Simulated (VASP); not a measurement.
# SnO (Pmn2_1) in VASP: notebook, part 2 of 2

VASP 6.6.1.

**3. Single point, LDA**

This run uses another cell than the first one, of the same volume but with other edges.

INCAR reads:

```
PREC = Accurate ; ENCUT = 520
EDIFF = 1E-6 ; ISMEAR = 0
SIGMA = 0.05 ; LREAL = F
LASPH = T ; NELM = 60
ALGO = Normal ; ISIF = 2
LWAVE = F ; LCHARG = F
NBANDS = 28
```

KPOINTS reads:

```
Automatic mesh
0
Gamma
  10 6 8
```

POSCAR reads:

```
SnO
1.0
    3.6140695786      0.0000000000      0.0000000000
    0.0000000000      6.1122432462      0.0000000000
    0.0000000000      0.0000000000      3.6383834513
Sn O
2 2
Direct
    0.0000000000      0.2319090000      0.5131440000
    0.5000000000      0.7680910000      0.0131440000
    0.0000000000      0.8912500000      0.7368570000
    0.5000000000      0.1087500000      0.2368570000
```

Potentials or basis: VASP PAW LDA potentials, release 64 (Sn_d, O).

On the command line:

```console
$ cat potpaw_LDA.64/Sn_d/POTCAR potpaw_LDA.64/O/POTCAR > POTCAR
$ mpirun -np 1 vasp_std > vasp.out
```

OUTCAR:

```text
PREC = Accurate
   ENCUT = 520
   EDIFF = 1E-6
   ISMEAR = 0
   LREAL = F
   LASPH = T
   NELM = 60
   ISIF = 2

 ion  position               nearest neighbor table
   1  0.000  0.232  0.513-   4 2.20   4 2.20   3 2.24
   2  0.500  0.768  0.013-   3 2.20   3 2.20   4 2.24
   3  0.000  0.891  0.737-   2 2.20   2 2.20   1 2.24
   4  0.500  0.109  0.237-   1 2.20   1 2.20   2 2.24

  LATTYP: Found a simple orthorhombic cell.
 ALAT       =     3.6140695786
 B/A-ratio  =     1.0067275608
 C/A-ratio  =     1.6912356315

  Lattice vectors:

 A1 = (  -3.6140695786,   0.0000000000,   0.0000000000)
 A2 = (   0.0000000000,   0.0000000000,   3.6383834513)
 A3 = (   0.0000000000,   6.1122432462,   0.0000000000)

Analysis of symmetry for initial positions (statically):
=====================================================================
 Subroutine PRICEL returns:
 Original cell was already a primitive cell.

 Routine SETGRP: Setting up the symmetry group for a
 simple orthorhombic supercell.

 Subroutine GETGRP returns: Found  4 space group operations
 (whereof  2 operations were pure point group operations)
 out of a pool of  8 trial point group operations.

The static configuration has the point symmetry C_1h.
 The point group associated with its full space group is C_2v.

Analysis of symmetry for dynamics (positions and initial velocities):
=====================================================================
 Subroutine PRICEL returns:
 Original cell was already a primitive cell.

 Routine SETGRP: Setting up the symmetry group for a
 simple orthorhombic supercell.

 Subroutine GETGRP returns: Found  4 space group operations
 (whereof  2 operations were pure point group operations)
 out of a pool of  8 trial point group operations.

The dynamic configuration has the point symmetry C_1h.
 The point group associated with its full space group is C_2v.

 Subroutine INISYM returns: Found  4 space group operations
 (whereof  2 operations are pure point group operations),
 and found     1 'primitive' translations

----------------------------------------------------------------------------------------

                                     Primitive cell

  volume of cell :      80.3722

  direct lattice vectors                    reciprocal lattice vectors
     3.614069579  0.000000000  0.000000000     0.276696388  0.000000000  0.000000000
     0.000000000  6.112243246  0.000000000     0.000000000  0.163606054  0.000000000
     0.000000000  0.000000000  3.638383451     0.000000000  0.000000000  0.274847336

  length of vectors
     3.614069579  6.112243246  3.638383451     0.276696388  0.163606054  0.274847336

  position of ions in fractional coordinates (direct lattice)
     0.000000000  0.231909000  0.513144000
     0.500000000  0.768091000  0.013144000
     0.000000000  0.891250000  0.736857000
     0.500000000  0.108750000  0.236857000

  ion indices of the primitive-cell ions
   primitive index   ion index
                 1           1
                 2           2
                 3           3
                 4           4

----------------------------------------------------------------------------------------

 KPOINTS: Automatic mesh

Automatic generation of k-mesh.
 Grid dimensions read from file:
 generate k-points for:   10    6    8

 Generating k-lattice:

  Cartesian coordinates                     Fractional coordinates (reciprocal lattice)
     0.027669639  0.000000000  0.000000000     0.100000000  0.000000000  0.000000000
     0.000000000  0.027267676  0.000000000     0.000000000  0.166666667  0.000000000
     0.000000000  0.000000000  0.034355917     0.000000000  0.000000000  0.125000000

  Length of vectors
     0.027669639  0.027267676  0.034355917

  Shift w.r.t. Gamma in fractional coordinates (k-lattice)
     0.000000000  0.000000000  0.000000000

 Subroutine IBZKPT returns following result:
 ===========================================

 Found    120 irreducible k-points:

 Following reciprocal coordinates:
            Coordinates               Weight
  0.000000  0.000000  0.000000      1.000000
  0.100000  0.000000  0.000000      2.000000
  0.200000  0.000000  0.000000      2.000000
  0.300000  0.000000  0.000000      2.000000
  0.400000  0.000000  0.000000      2.000000
  0.500000  0.000000  0.000000      1.000000
[... 16 lines left out ...]
  0.400000  0.500000  0.000000      2.000000
  0.500000  0.500000  0.000000      1.000000
 [... further k-points ...]
   k-points           NKPTS =    120   k-points in BZ     NKDIM =    120   number of bands    NBANDS=     28
   number of dos      NEDOS =    301   number of ions     NIONS =      4
   total plane-waves  NPLWV =  37632
   dimension x,y,z NGX =    28 NGY =   48 NGZ =   28
   dimension x,y,z NGXF=    56 NGYF=   96 NGZF=   56
   ions per type =               2   2
   NGX,Y,Z   is equivalent  to a cutoff of  12.88, 13.06, 12.79 a.u.
   NGXF,Y,Z  is equivalent  to a cutoff of  25.76, 26.11, 25.59 a.u.
 SYSTEM =  unknown system
   PREC   = accura    normal or accurate (medium, high low for compatibility)
   ISTART =      0    job   : 0-new  1-cont  2-samecut
   ICHARG =      2    charge: 1-file 2-atom 10-const
   ISPIN  =      1    spin polarized calculation?
   LNONCOLLINEAR =      F non collinear calculations
   LSORBIT =      F    spin-orbit coupling
   LASPH  =      T    aspherical Exc in radial PAW
   ENCUT  =  520.0 eV  38.22 Ry    6.18 a.u.   6.72 11.36  6.76*2*pi/ulx,y,z
   NELM   =     60;   NELMIN=  2; NELMDL= -5     # of ELM steps
   EDIFF  = 0.1E-05   stopping-criterion for ELM
   LREAL  =      F    real-space projection
   EDIFFG = 0.1E-04   stopping-criterion for IOM
   NSW    =      0    number of steps for IOM
   IBRION =     -1    ionic relax: 0-MD 1-quasi-New 2-CG
   NFREE  =      0    steps in history (QN), initial steepest desc. (CG)
   ISIF   =      2    stress and relaxation
   ISYM   =      2    0-nonsym 1-usesym 2-fastsym
   POTIM  = 0.5000    time-step for ionic-motion
   TEBEG  =    0.0;   TEEND  =   0.0 temperature during run
   PSTRESS=    0.0 pullay stress
   NELECT =      40.0000    total number of electrons
   NUPDOWN=      -1.0000    fix difference up-down
   EMIN   =  10.00;   EMAX   =-10.00  energy-range for DOS
   EFERMI =   0.00;   METHOD = LEGACY
   ISMEAR =     0;   SIGMA  =   0.05  broadening in eV -4-tet -1-fermi 0-gaus
   EFERMI_NEDOS =   21; number of points for ismear=-14 and -15
   IALGO  =     38    algorithm
   IMIX   =      4    mixing-type and parameters
     AMIX     =   0.40;   BMIX     =  1.00
     AMIX_MAG =   1.60;   BMIX_MAG =  1.00
  volume/ion in A,a.u.               =      20.09       135.59
  Fermi-wavevector in a.u.,A,eV,Ry     =   1.297357  2.451650 22.900458  1.683136
  Thomas-Fermi vector in A             =   2.428755
   LORBIT       =      0    0 simple, 1 ext, 2 COOP (PROOUT), +10 PAW based schemes
   GGA     = CA    functional components
   LHFCALC =     F    Hartree Fock is set to
   AEXX    =    0.0000 exact exchange contribution
   IVDW    =     0    specifies the selected vdW correction
   LEPSILON=     F    determine dielectric tensor
   LRPA    =     F    only Hartree local field effects (RPA)
 non-spin polarized calculation
 Gauss-broadening in eV      SIGMA  =   0.05
  energy-cutoff  :      520.00
  volume of cell :       80.37
 maximum number of plane-waves:      2196
 NGX is ok and might be reduce to    28

 number of electron      39.9999996 magnetization

 Free energy of the ion-electron system (eV)
  ---------------------------------------------------
  ext. energy  EPLUGINS =         0.00000000
  ---------------------------------------------------
  free energy    TOTEN  =       -24.90587656 eV

  energy without entropy =      -24.90587656  energy(sigma->0) =      -24.90587656

 E-fermi :   4.7643     XC(G=0): -10.0175

 val. band max:        4.5253542551   @ k =   0.0000   0.0000   0.0000
 cond. band min:       5.7051758177   @ k =   0.0000   0.5000   0.3750
 fundamental gap:      1.1798215626
 Fermi energy:         4.7642560046

 k-point     1 :       0.0000    0.0000    0.0000
  band No.  band energies     occupation
      1     -16.4172      2.00000
      2     -16.2717      2.00000
      3     -16.2269      2.00000
      4     -16.1660      2.00000
      5     -16.1508      2.00000
      6     -16.1385      2.00000
[... 733 lines left out ...]
     27      13.4667      0.00000
     28      13.4667      0.00000

 [... further k-points ...]

------------------------ aborting loop because EDIFF is reached ----------------------------------------

  FORCE on cell =-STRESS in cart. coord.  units (eV):
  Direction    XX          YY          ZZ          XY          YZ          ZX
  --------------------------------------------------------------------------------------
  -------------------------------------------------------------------------------------
  Total       -6.0931427     -5.4237708     -2.2303375      0.0000000      0.0000000      0.0000000
  in kB     -121.4636498   -108.1200671    -44.4606243      0.0000000      0.0000000      0.0000000
  external PRESSURE =     -91.3481137 kB  Pullay stress =       0.0000000 kB

 VOLUME and BASIS-vectors are now :
 -----------------------------------------------------------------------------
  energy-cutoff  :      520.00
  volume of cell :       80.37
      direct lattice vectors                 reciprocal lattice vectors
     3.614069579  0.000000000  0.000000000     0.276696388  0.000000000  0.000000000
     0.000000000  6.112243246  0.000000000     0.000000000  0.163606054  0.000000000
     0.000000000  0.000000000  3.638383451     0.000000000  0.000000000  0.274847336

 POSITION                                       TOTAL-FORCE (eV/Angst)
 -----------------------------------------------------------------------------------
      0.00000      1.41748      1.86701         0.000000     -1.515863     -0.026973
      1.80703      4.69476      0.04782         0.000000      1.515863     -0.026973
      0.00000      5.44754      2.68097         0.000000      0.213406      0.026973
      1.80703      0.66471      0.86178         0.000000     -0.213406      0.026973
 -----------------------------------------------------------------------------------
    total drift:                                0.000000      0.000000     -0.001474

  FREE ENERGIE OF THE ION-ELECTRON SYSTEM (eV)
  ---------------------------------------------------
  free  energy   TOTEN  =       -24.9058765608 eV

  energy  without entropy=      -24.9058765608  energy(sigma->0) =      -24.90587656
```

It took 2.5 min on 1 thread of Intel Xeon Platinum 8488C (Sapphire Rapids), shared host; peak memory 0.32 GiB.

What came out:

| Quantity | Value |
| --- | --- |
| Free energy | -24.9059 eV |
| Pressure | -9.1 GPa |
| Largest force | 1.516 eV/Å |
| Band gap on the k mesh | 1.18 eV (least direct gap 2.13 eV) |

Forces on the atoms (eV/Å):
```
Sn   0.000 -1.516 -0.027
Sn   0.000  1.516 -0.027
O    0.000  0.213  0.027
O    0.000 -0.213  0.027
```

Levels at points of the mesh, in eV from the valence-band top:
```tsv
k point	band 18	band 19	band 20	band 21	band 22	band 23
(0.00, 0.00, 0.00)	-2.61	-1.55	0.00	2.65	3.74	5.86
(0.50, 0.00, 0.00)	-2.13	-1.38	-1.38	2.90	2.90	5.33
(0.00, 0.50, 0.00)	-2.64	-1.43	-1.39	3.38	4.34	4.92
(0.50, 0.50, 0.00)	-2.11	-1.39	-1.39	2.13	2.13	6.42
(0.00, 0.00, 0.50)	-3.21	-1.21	-1.21	1.53	1.53	5.21
(0.50, 0.00, 0.50)	-3.16	-1.12	-1.12	1.88	1.88	4.29
(0.00, 0.50, 0.50)	-2.89	-1.25	-1.25	1.46	1.46	5.00
(0.50, 0.50, 0.50)	-3.33	-0.61	-0.61	2.16	2.16	3.87
```

Caveat: the cell stands under tension; spin-orbit coupling is left out, which moves the levels of the heavy elements; forces of over 1 eV/Å act on the atoms, so gaps and moduli don't describe the material at rest. A k mesh can miss the band edges.

**4. Single point, LDA**

This run uses another cell than the first one, of the same volume but with other edges.

INCAR reads:

```
  PREC = Accurate
  ENCUT = 520
  EDIFF = 1E-7
  ISMEAR = 0
  SIGMA = 0.05
  LREAL = F
  LASPH = T
  NELM = 100
  ALGO = Normal
  ISIF = 2
  LWAVE = F
  LCHARG = F
  NBANDS = 28
```

KPOINTS is that of step 3.

POSCAR reads:

```
SnO
1.0
    3.0740579786      0.0000000000      0.0000000000
    0.0000000000      5.1989563869      0.0000000000
    0.0000000000      0.0000000000      5.0289506970
Sn O
2 2
Direct
    0.0000000000      0.2319090000      0.5131440000
    0.5000000000      0.7680910000      0.0131440000
    0.0000000000      0.8912500000      0.7368570000
    0.5000000000      0.1087500000      0.2368570000
```

On the command line:

```console
$ cat potpaw_LDA.64/Sn_d/POTCAR potpaw_LDA.64/O/POTCAR > POTCAR
$ mpirun -np 1 vasp_std > vasp.out
```

Wall time 2.2 min (1 thread of Intel Xeon Platinum 8488C (Sapphire Rapids), shared host); peak memory 0.32 GiB.

The run converged. Its results:

```
Free energy            : -24.9342 eV
Pressure               : -3.0 GPa
Largest force          : 0.763 eV/Å
Band gap on the k mesh : 1.08 eV (least direct gap 1.22 eV)
```

Forces in eV/Å, atoms in the order of the input:
```
Sn   0.000 -0.312 -0.696
Sn   0.000  0.312 -0.696
O    0.000  0.074  0.696
O    0.000 -0.074  0.696
```

Stress tensor (GPa, compression positive):
```
 0.87  0.00  0.00
 0.00 -2.19  0.00
 0.00  0.00 -7.78
```

Levels at points of the mesh, in eV from the valence-band top:
| k point | band 18 | band 19 | band 20 | band 21 | band 22 | band 23 |
| --- | --- | --- | --- | --- | --- | --- |
| (0.00, 0.00, 0.00) | -2.18 | -2.05 | -0.46 | 2.03 | 3.47 | 6.02 |
| (0.50, 0.00, 0.00) | -2.45 | -0.73 | -0.73 | 2.00 | 2.00 | 5.67 |
| (0.00, 0.50, 0.00) | -2.06 | -1.35 | -0.98 | 3.48 | 3.50 | 3.60 |
| (0.50, 0.50, 0.00) | -2.64 | -0.22 | -0.22 | 1.42 | 1.42 | 6.11 |
| (0.00, 0.00, 0.50) | -2.41 | -2.14 | -2.14 | 3.70 | 3.70 | 5.06 |
| (0.50, 0.00, 0.50) | -2.73 | -0.86 | -0.86 | 1.76 | 1.76 | 5.23 |
| (0.00, 0.50, 0.50) | -2.41 | -1.59 | -1.59 | 2.23 | 2.23 | 6.84 |
| (0.50, 0.50, 0.50) | -3.13 | -0.18 | -0.18 | 1.97 | 1.97 | 4.86 |

Caveat: the cell stands under tension; spin-orbit coupling is left out, which moves the levels of the heavy elements.

**5. Overview**

```csv
cell,gap on the mesh (eV),pressure (GPa),largest force (eV/Å)
"a = 3.450, b = 5.834, c = 3.994 Å, 4 atoms",1.37,-6.5,0.90
"a = 3.614, b = 6.112, c = 3.638 Å, 4 atoms",1.18,-9.1,1.52
"a = 3.074, b = 5.199, c = 5.029 Å, 4 atoms",1.08,-3.0,0.76
```

Alike in all rows: task single point; level LDA; potentials or basis VASP PAW LDA potentials, release 64 (Sn_d, O); no spin polarisation; k mesh 10 × 6 × 8; cutoff (eV) 520; smearing gaussian 0.05 eV.

Caveats: the cell stands under tension; spin-orbit coupling is left out, which moves the levels of the heavy elements; forces of over 1 eV/Å act on the atoms, so gaps and moduli don't describe the material at rest (at least some runs).

Total energies depend on the potentials used, so only differences within one code and one set of settings carry meaning.
